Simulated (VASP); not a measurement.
KRh (L10 type), 2 atoms in the cell. Symmetry: P4/mmm, No. 123, tetragonal system. Conventional cell: a = 2.683 Å, b = 2.683 Å, c = 5.224 Å, α = 90.00°, β = 90.00°, γ = 90.00°. Within 3.5 Å of K (site symmetry 4/mmm) lie 4 K at 2.68 Å and 8 Rh at 3.23 Å. Rh (site symmetry 4/mmm) has 4 Rh at 2.68 Å and 8 K at 3.23 Å within 3.5 Å.  This cell differs from its parent crystal: z stretched by +1 % at fixed volume.

| Quantity | Value |
| --- | --- |
| Program | VASP 6.6.1 |
| Task | electric field gradients |
| Functional | LDA |
| Potentials or basis | VASP PAW LDA potentials, release 64 (K_sv, Rh_pv) |
| Cutoff | 520 eV |
| k mesh | 9 × 9 × 7 |
| Occupations | fermi-dirac, width 0.05 eV |
| Spin | no spin polarisation |
| Dipole correction | no |
| Further INCAR settings | ALGO = Normal; EDIFF = 1e-08; NBANDS = 19 |

Potentials or basis: VASP PAW LDA potentials, release 64 (K_sv, Rh_pv).

Command:

```sh
$ cat potpaw_LDA.64/K_sv/POTCAR potpaw_LDA.64/Rh_pv/POTCAR > POTCAR
$ mpirun -np 1 vasp_std > vasp.out
```

Hardware: 1 thread of AMD EPYC 7R43 64-Core Processor (Zen 3), on a shared host.

How long does it take, and how much memory?

Run time: 28 s on 1 thread of AMD EPYC 7R43 64-Core Processor (Zen 3) (shared host), peak memory 0.13 GiB. Counts: scf iterations 14, k points 60.
